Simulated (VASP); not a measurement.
# SiC (P6_3mc) in VASP: a series of runs

SiC is run at these levels: r2SCAN; tasks: single point.

All numbers are computed with VASP 6.6.1; they aren't measurements. Logs are shortened: lines on timing, memory, paths and dates and some standing lists are left out, and cuts for length are marked.

**1. The cell of the first run**

Symmetry: P6_3mc, No. 186, hexagonal system. The conventional cell has a = 3.075 Å, b = 3.075 Å, c = 5.048 Å, α = 90.00°, β = 90.00°, γ = 120.00°. Si (site symmetry 3m) has 4 C at 1.88 to 1.90 Å within 2.5 Å. C (site symmetry 3m) has 4 Si at 1.88 to 1.90 Å within 2.5 Å.

**2. Single point, r2SCAN**

Input file POSCAR:

```
SiC
1.0
    3.0751950048      0.0000000000      0.0000000000
   -1.5375975024      2.6631969958      0.0000000000
    0.0000000000      0.0000000000      5.0481668585
Si C
2 2
Direct
    0.3333333333      0.6666666667      0.0046028828
    0.6666666667      0.3333333333      0.5046028828
    0.3333333333      0.6666666667      0.3803971172
    0.6666666667      0.3333333333      0.8803971172
```

Input file INCAR.step1:

```
ALGO = Normal
EDIFF = 1E-4
ENCUT = 520
GGA = PE
ISMEAR = 0
LASPH = T
LCHARG = F
LREAL = F
LWAVE = T
NBANDS = 16
NELM = 60
PREC = Accurate
SIGMA = 0.02
```

Input file INCAR.step2:

```
ALGO = Normal
EDIFF = 1E-6
ENCUT = 520
ISIF = 2
ISMEAR = 0
ISTART = 1
LASPH = T
LCHARG = F
LMIXTAU = T
LREAL = F
LWAVE = F
METAGGA = R2SCAN
NBANDS = 16
NELM = 60
PREC = Accurate
SIGMA = 0.02
```

Input file KPOINTS:

```
k-points
0
Gamma
  12 12 6
```

Potentials or basis: VASP PAW PBE potentials, release 64 (Si, C).

Started as:

```console
cat potpaw_PBE.64/Si/POTCAR potpaw_PBE.64/C/POTCAR > POTCAR
cp INCAR.step1 INCAR
mpirun -np 1 vasp_std > vasp.out
cp INCAR.step2 INCAR
mpirun -np 1 vasp_std > vasp.out
```

OUTCAR:

```text
EDIFF = 1E-6
   ENCUT = 520
   ISIF = 2
   ISMEAR = 0
   ISTART = 1
   LASPH = T
   LREAL = F
   METAGGA = R2SCAN
   NELM = 60
   PREC = Accurate

 ion  position               nearest neighbor table
   1  0.333  0.667  0.005-   4 1.88   4 1.88   4 1.88   3 1.90   2 3.09   2 3.09   2 3.09   2 3.09
                             2 3.09   2 3.09
   2  0.667  0.333  0.505-   3 1.88   3 1.88   3 1.88   4 1.90   1 3.09   1 3.09   1 3.09   1 3.09
                             1 3.09   1 3.09
   3  0.333  0.667  0.380-   2 1.88   2 1.88   2 1.88   1 1.90
   4  0.667  0.333  0.880-   1 1.88   1 1.88   1 1.88   2 1.90

  LATTYP: Found a hexagonal cell.
 ALAT       =     3.0751950048
 C/A-ratio  =     1.6415761767

  Lattice vectors:

 A1 = (   3.0751950048,   0.0000000000,   0.0000000000)
 A2 = (  -1.5375975024,   2.6631969958,   0.0000000000)
 A3 = (   0.0000000000,   0.0000000000,   5.0481668585)

Analysis of symmetry for initial positions (statically):
=====================================================================
 Subroutine PRICEL returns:
 Original cell was already a primitive cell.

 Routine SETGRP: Setting up the symmetry group for a
 hexagonal supercell.

 Subroutine GETGRP returns: Found 12 space group operations
 (whereof  6 operations were pure point group operations)
 out of a pool of 24 trial point group operations.

The static configuration has the point symmetry C_3v.
 The point group associated with its full space group is C_6v.

Analysis of symmetry for dynamics (positions and initial velocities):
=====================================================================
 Subroutine PRICEL returns:
 Original cell was already a primitive cell.

 Routine SETGRP: Setting up the symmetry group for a
 hexagonal supercell.

 Subroutine GETGRP returns: Found 12 space group operations
 (whereof  6 operations were pure point group operations)
 out of a pool of 24 trial point group operations.

The dynamic configuration has the point symmetry C_3v.
 The point group associated with its full space group is C_6v.

 Subroutine INISYM returns: Found 12 space group operations
 (whereof  6 operations are pure point group operations),
 and found     1 'primitive' translations

----------------------------------------------------------------------------------------

                                     Primitive cell

  volume of cell :      41.3437

  direct lattice vectors                    reciprocal lattice vectors
     3.075195005  0.000000000  0.000000000     0.325182630  0.187744279  0.000000000
    -1.537597502  2.663196996  0.000000000     0.000000000  0.375488558  0.000000000
     0.000000000  0.000000000  5.048166859     0.000000000  0.000000000  0.198091709

  length of vectors
     3.075195005  3.075195005  5.048166859     0.375488558  0.375488558  0.198091709

  position of ions in fractional coordinates (direct lattice)
     0.333333333  0.666666667  0.004602883
     0.666666667  0.333333333  0.504602883
     0.333333333  0.666666667  0.380397117
     0.666666667  0.333333333  0.880397117

  ion indices of the primitive-cell ions
   primitive index   ion index
                 1           1
                 2           2
                 3           3
                 4           4

----------------------------------------------------------------------------------------

 KPOINTS: k-points

Automatic generation of k-mesh.
 Grid dimensions read from file:
 generate k-points for:   12   12    6

 Generating k-lattice:

  Cartesian coordinates                     Fractional coordinates (reciprocal lattice)
     0.027098553  0.015645357  0.000000000     0.083333333  0.000000000  0.000000000
     0.000000000  0.031290713  0.000000000     0.000000000  0.083333333  0.000000000
     0.000000000  0.000000000  0.033015285     0.000000000  0.000000000  0.166666667

  Length of vectors
     0.031290713  0.031290713  0.033015285

  Shift w.r.t. Gamma in fractional coordinates (k-lattice)
     0.000000000  0.000000000  0.000000000

 Subroutine IBZKPT returns following result:
 ===========================================

 Found     76 irreducible k-points:

 Following reciprocal coordinates:
            Coordinates               Weight
  0.000000  0.000000  0.000000      1.000000
  0.083333 -0.000000  0.000000      6.000000
  0.166667 -0.000000  0.000000      6.000000
  0.250000 -0.000000  0.000000      6.000000
  0.333333 -0.000000  0.000000      6.000000
  0.416667 -0.000000  0.000000      6.000000
[... 16 lines left out ...]
  0.250000 -0.000000  0.166667     12.000000
  0.333333 -0.000000  0.166667     12.000000
 [... further k-points ...]
   k-points           NKPTS =     76   k-points in BZ     NKDIM =     76   number of bands    NBANDS=     16
   number of dos      NEDOS =    301   number of ions     NIONS =      4
   total plane-waves  NPLWV =  23040
   dimension x,y,z NGX =    24 NGY =   24 NGZ =   40
   dimension x,y,z NGXF=    48 NGYF=   48 NGZF=   80
   ions per type =               2   2
   NGX,Y,Z   is equivalent  to a cutoff of  12.97, 12.97, 13.17 a.u.
   NGXF,Y,Z  is equivalent  to a cutoff of  25.95, 25.95, 26.35 a.u.
 SYSTEM =  unknown system
   PREC   = accura    normal or accurate (medium, high low for compatibility)
   ISTART =      1    job   : 0-new  1-cont  2-samecut
   ICHARG =      0    charge: 1-file 2-atom 10-const
   ISPIN  =      1    spin polarized calculation?
   LNONCOLLINEAR =      F non collinear calculations
   LSORBIT =      F    spin-orbit coupling
   LASPH  =      T    aspherical Exc in radial PAW
   ENCUT  =  520.0 eV  38.22 Ry    6.18 a.u.   5.72  5.72  9.39*2*pi/ulx,y,z
   NELM   =     60;   NELMIN=  2; NELMDL=  0     # of ELM steps
   EDIFF  = 0.1E-05   stopping-criterion for ELM
   LREAL  =      F    real-space projection
   EDIFFG = 0.1E-04   stopping-criterion for IOM
   NSW    =      0    number of steps for IOM
   IBRION =     -1    ionic relax: 0-MD 1-quasi-New 2-CG
   NFREE  =      0    steps in history (QN), initial steepest desc. (CG)
   ISIF   =      2    stress and relaxation
   ISYM   =      2    0-nonsym 1-usesym 2-fastsym
   POTIM  = 0.5000    time-step for ionic-motion
   TEBEG  =    0.0;   TEEND  =   0.0 temperature during run
   PSTRESS=    0.0 pullay stress
   NELECT =      16.0000    total number of electrons
   NUPDOWN=      -1.0000    fix difference up-down
   EMIN   =  10.00;   EMAX   =-10.00  energy-range for DOS
   EFERMI =   0.00;   METHOD = LEGACY
   ISMEAR =     0;   SIGMA  =   0.02  broadening in eV -4-tet -1-fermi 0-gaus
   EFERMI_NEDOS =   21; number of points for ismear=-14 and -15
   IALGO  =     38    algorithm
   IMIX   =      4    mixing-type and parameters
     AMIX     =   0.40;   BMIX     =  1.00
     AMIX_MAG =   1.60;   BMIX_MAG =  1.00
  volume/ion in A,a.u.               =      10.34        69.75
  Fermi-wavevector in a.u.,A,eV,Ry     =   1.193012  2.254466 19.364879  1.423278
  Thomas-Fermi vector in A             =   2.329037
   LORBIT       =      0    0 simple, 1 ext, 2 COOP (PROOUT), +10 PAW based schemes
   METAGGA = R2SCAN    functional components
   LHFCALC =     F    Hartree Fock is set to
   AEXX    =    0.0000 exact exchange contribution
   IVDW    =     0    specifies the selected vdW correction
   LEPSILON=     F    determine dielectric tensor
   LRPA    =     F    only Hartree local field effects (RPA)
 non-spin polarized calculation
 Gauss-broadening in eV      SIGMA  =   0.02
  energy-cutoff  :      520.00
  volume of cell :       41.34
 maximum number of plane-waves:      1126
 NGX is ok and might be reduce to    24
   NGX = 11   NGY = 11   NGZ = 19

 number of electron      15.9999999 magnetization

 Free energy of the ion-electron system (eV)
  ---------------------------------------------------
  ext. energy  EPLUGINS =         0.00000000
  ---------------------------------------------------
  free energy    TOTEN  =       -38.63791871 eV

  energy without entropy =      -38.63791871  energy(sigma->0) =      -38.63791871

 E-fermi :   8.3213     XC(G=0): -11.9295

 val. band max:        8.1469552497   @ k =   0.0000   0.0000   0.0000
 cond. band min:      10.8050421065   @ k =   0.3333   0.3333   0.0000
 fundamental gap:      2.6580868567
 Fermi energy:         8.3213260320

 k-point     1 :       0.0000    0.0000    0.0000
  band No.  band energies     occupation
      1      -8.2088      2.00000
      2      -4.5815      2.00000
      3      -0.8462      2.00000
      4       6.7617      2.00000
      5       6.7617      2.00000
      6       8.0328      2.00000
[... 8 lines left out ...]
     15      17.7271      0.00000
     16      20.1783      0.00000

 k-point     2 :       0.0833   -0.0000    0.0000
  band No.  band energies     occupation
      1      -8.0839      2.00000
      2      -4.4762      2.00000
      3      -0.7309      2.00000
      4       6.0631      2.00000
      5       6.5427      2.00000
      6       7.6638      2.00000
[... 8 lines left out ...]
     15      18.0531      0.00000
     16      19.2014      0.00000

 k-point     3 :       0.1667   -0.0000    0.0000
  band No.  band energies     occupation
      1      -7.7127      2.00000
      2      -4.1705      2.00000
      3      -0.3948      2.00000
      4       4.5305      2.00000
      5       6.0458      2.00000
      6       6.4959      2.00000
[... 8 lines left out ...]
     15      18.3901      0.00000
     16      18.7417      0.00000

 k-point     4 :       0.2500   -0.0000    0.0000
  band No.  band energies     occupation
      1      -7.1080      2.00000
      2      -3.7068      2.00000
      3       0.1135      2.00000
      4       2.8577      2.00000
      5       5.0442      2.00000
      6       5.5049      2.00000
[... 8 lines left out ...]
     15      19.0103      0.00000
     16      19.6871      0.00000
[... 324 lines left out ...]
 k-point    22 :       0.1667   -0.0000    0.1667
  band No.  band energies     occupation
      1      -7.5736      2.00000
      2      -4.6779      2.00000
      3       0.3166      2.00000
      4       4.6577      2.00000
      5       6.0950      2.00000
      6       6.1409      2.00000
[... 8 lines left out ...]
     15      18.5913      0.00000
     16      19.1050      0.00000

 k-point    23 :       0.2500   -0.0000    0.1667
  band No.  band energies     occupation
      1      -6.9714      2.00000
      2      -4.1742      2.00000
      3       0.6974      2.00000
      4       3.0727      2.00000
      5       4.6439      2.00000
      6       5.6072      2.00000
[... 8 lines left out ...]
     15      19.6702      0.00000
     16      19.7490      0.00000

 k-point    24 :       0.3333   -0.0000    0.1667
  band No.  band energies     occupation
      1      -6.1696      2.00000
      2      -3.5918      2.00000
      3       0.5519      2.00000
      4       2.3145      2.00000
      5       3.1596      2.00000
      6       5.1635      2.00000
[... 8 lines left out ...]
     15      20.3510      0.00000
     16      21.0784      0.00000

 [... further k-points ...]
[... 5 lines left out ...]
  --------------------------------------------------------------------------------------
  -------------------------------------------------------------------------------------
  Total       -0.0412682     -0.0412682     -0.0399274      0.0000000      0.0000000      0.0000000
  in kB       -1.5992487     -1.5992487     -1.5472892      0.0000000      0.0000000      0.0000000
  external PRESSURE =      -1.5819289 kB  Pullay stress =       0.0000000 kB

 VOLUME and BASIS-vectors are now :
 -----------------------------------------------------------------------------
  energy-cutoff  :      520.00
  volume of cell :       41.34
      direct lattice vectors                 reciprocal lattice vectors
     3.075195005  0.000000000  0.000000000     0.325182630  0.187744279  0.000000000
    -1.537597502  2.663196996  0.000000000     0.000000000  0.375488558  0.000000000
     0.000000000  0.000000000  5.048166859     0.000000000  0.000000000  0.198091709

 POSITION                                       TOTAL-FORCE (eV/Angst)
 -----------------------------------------------------------------------------------
     -0.00000      1.77546      0.02324         0.000000     -0.000000     -0.000534
      1.53760      0.88773      2.54732        -0.000000     -0.000000     -0.000534
     -0.00000      1.77546      1.92031        -0.000000      0.000000      0.000534
      1.53760      0.88773      4.44439        -0.000000      0.000000      0.000534
 -----------------------------------------------------------------------------------
    total drift:                               -0.000000     -0.000000     -0.000139

  FREE ENERGIE OF THE ION-ELECTRON SYSTEM (eV)
  ---------------------------------------------------
  free  energy   TOTEN  =       -38.6379187148 eV

  energy  without entropy=      -38.6379187148  energy(sigma->0) =      -38.63791871
```

It took 58 s on 1 thread of Intel Xeon 6975P-C (Granite Rapids), shared host; peak memory 0.18 GiB.

Results:

```yaml
Free_energy: -38.6379 eV
Pressure: -0.2 GPa
Band_gap_on_the_k_mesh: 2.66 eV, indirect (least direct gap 4.48 eV)
```

Caveat: the PAW data sets were made with another functional, which shifts forces and pressure a little. r2SCAN opens gaps a little over a GGA but as a rule still falls short of measured ones.

**3. Single point, r2SCAN (volume scaled by 1.03, then relaxed in part)**

Input file POSCAR:

```
SiC
1.0
    3.1053442597      0.0000000000      0.0000000000
   -1.5526721298      2.6893070164      0.0000000000
    0.0000000000      0.0000000000      5.0991377068
Si C
2 2
Direct
    0.3333333333      0.6666666667      0.0046176960
    0.6666666667      0.3333333333      0.5046176960
    0.3333333333      0.6666666667      0.3803823040
    0.6666666667      0.3333333333      0.8803823040
```

Input file INCAR.step1:

```
SYSTEM = SiC
ALGO     = Normal         ! electronic algorithm
EDIFF    = 1E-4           ! SCF threshold, eV
ENCUT    = 520            ! plane-wave cutoff, eV
GGA      = PE             ! functional
ISMEAR   = 0              ! smearing method
LASPH    = .True.         ! aspherical terms in the spheres
LCHARG   = .False.        ! write CHGCAR
LREAL    = .False.        ! projectors in reciprocal space
LWAVE    = .True.         ! write WAVECAR
NBANDS   = 16             ! bands
NELM     = 80             ! most SCF steps
PREC     = Accurate       ! precision mode
SIGMA    = 0.02           ! smearing width, eV
```

Input file INCAR.step2:

```
SYSTEM = SiC
ALGO     = Normal         ! electronic algorithm
EDIFF    = 1E-6           ! SCF threshold, eV
ENCUT    = 520            ! plane-wave cutoff, eV
ISIF     = 2              ! what is computed and relaxed
ISMEAR   = 0              ! smearing method
ISTART   = 1            
LASPH    = .True.         ! aspherical terms in the spheres
LCHARG   = .False.        ! write CHGCAR
LMIXTAU  = .True.       
LREAL    = .False.        ! projectors in reciprocal space
LWAVE    = .False.        ! write WAVECAR
METAGGA  = R2SCAN         ! meta-GGA
NBANDS   = 16             ! bands
NELM     = 80             ! most SCF steps
PREC     = Accurate       ! precision mode
SIGMA    = 0.02           ! smearing width, eV
```

Input file KPOINTS:

```
k-points
0
Gamma
  12 12 6
  0 0 0
```

Potentials or basis: VASP PAW PBE potentials, release 64 (Si, C).

Started as:

```console
cat potpaw_PBE.64/Si/POTCAR potpaw_PBE.64/C/POTCAR > POTCAR
cp INCAR.step1 INCAR
mpirun -np 1 vasp_std > vasp.out
cp INCAR.step2 INCAR
mpirun -np 1 vasp_std > vasp.out
```

Wall time 58 s (1 thread of Intel Xeon 6975P-C (Granite Rapids), shared host); peak memory 0.18 GiB.

The run converged. Its results:

* Free energy: -38.6120 eV
* Pressure: -6.5 GPa
* Largest force: 0.006 eV/Å
* Band gap on the k mesh: 2.70 eV, indirect (least direct gap 4.42 eV)

Forces in eV/Å, atoms in the order of the input:
```
Si   0.000  0.000 -0.006
Si   0.000  0.000 -0.006
C    0.000  0.000  0.006
C    0.000  0.000  0.006
```

Levels at points of the mesh, in eV from the valence-band top:
| k point | band 4 | band 5 | band 6 | band 7 | band 8 | band 9 | band 10 | band 11 | band 12 | band 13 |
| --- | --- | --- | --- | --- | --- | --- | --- | --- | --- | --- |
| (0.00, 0.00, 0.00) | -1.37 | -1.37 | -0.12 | 0.00 | 0.00 | 5.12 | 6.44 | 7.00 | 7.01 | 8.07 |
| (0.50, 0.00, 0.00) | -6.48 | -5.52 | -3.42 | -3.28 | -1.25 | 3.17 | 4.62 | 7.22 | 7.52 | 10.46 |
| (0.00, 0.00, 0.50) | -4.57 | -0.74 | -0.74 | -0.74 | -0.74 | 6.23 | 6.23 | 7.72 | 7.72 | 7.72 |
| (0.50, 0.00, 0.50) | -8.41 | -2.52 | -2.52 | -2.41 | -2.41 | 3.65 | 3.65 | 5.65 | 5.65 | 10.88 |

Caveat: the PAW data sets were made with another functional, which shifts forces and pressure a little.

**4. Single point, r2SCAN (volume scaled by 1.06, then relaxed in part)**

Input file POSCAR:

```
SiC
1.0
    3.1350323629      0.0000000000      0.0000000000
   -1.5675161814      2.7150176679      0.0000000000
    0.0000000000      0.0000000000      5.1487384519
Si C
2 2
Direct
    0.3333333333      0.6666666667      0.0046075859
    0.6666666667      0.3333333333      0.5046075859
    0.3333333333      0.6666666667      0.3803924141
    0.6666666667      0.3333333333      0.8803924141
```

Input file INCAR.step1:

```
SYSTEM = SiC
  PREC = Accurate
  ENCUT = 520
  ISMEAR = 0
  SIGMA = 0.02
  LREAL = .FALSE.
  LASPH = .TRUE.
  NELM = 100
  NBANDS = 16
  GGA = PE
  ALGO = Normal
  EDIFF = 1E-4
  LWAVE = .TRUE.
  LCHARG = .FALSE.
```

Input file INCAR.step2:

```
SYSTEM = SiC
  PREC = Accurate
  ENCUT = 520
  EDIFF = 1E-7
  ISMEAR = 0
  SIGMA = 0.02
  LREAL = .FALSE.
  LASPH = .TRUE.
  NELM = 100
  ALGO = Normal
  ISIF = 2
  LWAVE = .FALSE.
  LCHARG = .FALSE.
  METAGGA = R2SCAN
  LMIXTAU = .TRUE.
  NBANDS = 16
  ISTART = 1
```

Input file KPOINTS:

```
Automatic mesh
0
G
  12 12 6
  0 0 0
```

Started as:

```console
cat potpaw_PBE.64/Si/POTCAR potpaw_PBE.64/C/POTCAR > POTCAR
cp INCAR.step1 INCAR
mpirun -np 1 vasp_std > vasp.out
cp INCAR.step2 INCAR
mpirun -np 1 vasp_std > vasp.out
```

Wall time 84 s (1 thread of Intel Xeon 6975P-C (Granite Rapids), shared host); peak memory 0.18 GiB.

Results (log left out):

* Free energy: -38.5404 eV
* Pressure: -12.0 GPa
* Largest force: 0.009 eV/Å
* Band gap on the k mesh: 2.74 eV, indirect (least direct gap 4.35 eV)

Forces in eV/Å, atoms in the order of the input:
```
Si   0.000  0.000 -0.009
Si   0.000  0.000 -0.009
C    0.000  0.000  0.009
C    0.000  0.000  0.009
```

Stress tensor (GPa, compression positive):
```
-12.00   0.00   0.00
  0.00 -12.00   0.00
  0.00   0.00 -11.90
```

Levels at points of the mesh, in eV from the valence-band top:
| k point | band 6 | band 7 | band 8 | band 9 | band 10 | band 11 |
| --- | --- | --- | --- | --- | --- | --- |
| (0.00, 0.00, 0.00) | -0.11 | 0.00 | 0.00 | 4.87 | 6.10 | 6.83 |
| (0.50, 0.00, 0.00) | -3.36 | -3.20 | -1.24 | 3.11 | 4.58 | 6.99 |
| (0.00, 0.00, 0.50) | -0.73 | -0.73 | -0.73 | 5.97 | 5.97 | 7.56 |
| (0.50, 0.00, 0.50) | -2.48 | -2.38 | -2.38 | 3.57 | 3.57 | 5.53 |

Caveat: the PAW data sets were made with another functional, which shifts forces and pressure a little. A k mesh can miss the band edges.

**5. The runs side by side**

```csv
cell,gap on the mesh (eV),pressure (GPa),largest force (eV/Å)
"a = 3.075, b = 3.075, c = 5.048 Å, angles 90.0, 90.0, 120.0°, 4 atoms",2.66,-0.2,-
"a = 3.105, b = 3.105, c = 5.099 Å, angles 90.0, 90.0, 120.0°, 4 atoms",2.70,-6.5,0.01
"a = 3.135, b = 3.135, c = 5.149 Å, angles 90.0, 90.0, 120.0°, 4 atoms",2.74,-12.0,0.01
```

Alike in all rows: task single point; level r2SCAN; potentials or basis VASP PAW PBE potentials, release 64 (Si, C); no spin polarisation; k mesh 12 × 12 × 6; cutoff (eV) 520; smearing gaussian 0.02 eV.

Caveats: the PAW data sets were made with another functional, which shifts forces and pressure a little.

Absolute energies hang on the potentials; compare differences alone.
